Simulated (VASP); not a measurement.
Runs of VASP 6.6.1 on Be2C. It takes space group Fm-3m (No. 225, cubic). The conventional cell has a = 4.321 Å, b = 4.321 Å, c = 4.321 Å, α = 90.00°, β = 90.00°, γ = 90.00°. Be (site symmetry -43m) has 4 C at 1.87 Å and 6 Be at 2.16 Å within 2.5 Å. C (site symmetry m-3m) has 8 Be at 1.87 Å within 2.5 Å. 

```tsv
level	potentials or basis	cutoff (eV)	grid for exact exchange (PRECFOCK)	share of exact exchange	screening parameter	gap on the mesh (eV)	pressure (GPa)
HSE06	VASP PAW PBE potentials, release 64 (Be, C)	520	Normal	0.25	0.2079 1/Å	1.90	-1.9
LDA	VASP PAW LDA potentials, release 64 (Be, C)	600	-	-	-	(a)	(c)
PBE	VASP PAW PBE potentials, release 64 (Be, C)	600	-	-	-	(b)	1.3
r2SCAN	VASP PAW PBE potentials, release 64 (Be, C)	660	-	-	-	1.52	0.8
```

Alike in all rows: task single point; no spin polarisation; cell as given; k mesh 6 × 6 × 6; smearing gaussian 0.01 eV.

**Question.** Fill in the values left out.

**Answer.** (a) 1.18; (b) 1.16; (c) -7.1.

Caveats: the PAW data sets were made with another functional, which shifts forces and pressure a little (at least some runs); the cell stands under tension (at least some runs).

A k mesh can miss the band edges.
